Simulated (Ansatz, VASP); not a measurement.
## W in VASP and in Ansatz

```
CELL_PARAMETERS angstrom
-1.63656 1.63656 1.63656
1.63656 -1.63656 1.63656
1.63656 1.63656 -1.63656
ATOMIC_POSITIONS crystal
W 0.00000 0.00000 0.00000
```

Alike in both runs: task single point; functional PBE; k mesh 8 × 8 × 8; occupations gaussian, width 0.1 eV; no spin polarisation.

```csv
,VASP,Ansatz
version,VASP 6.6.1,Ansatz 0.2.0
potentials or method,"VASP PAW PBE potentials, release 64 (W_sv), cutoff 500 eV","scalar-relativistic, plane waves, PAW"
valence electrons in the cell,14,14
```

VASP gave:

| Quantity | Value |
| --- | --- |
| gap on the k mesh at the Fermi level (eV) | none |
| pressure (GPa) | -20.8 |

Question: Estimate Ansatz's values.

Answer: gap on the k mesh at the Fermi level (eV): none; pressure (GPa): -21.1.

A gap of «none» marks a metal or a gap that the smearing closes.

Neither program's run includes spin-orbit coupling.
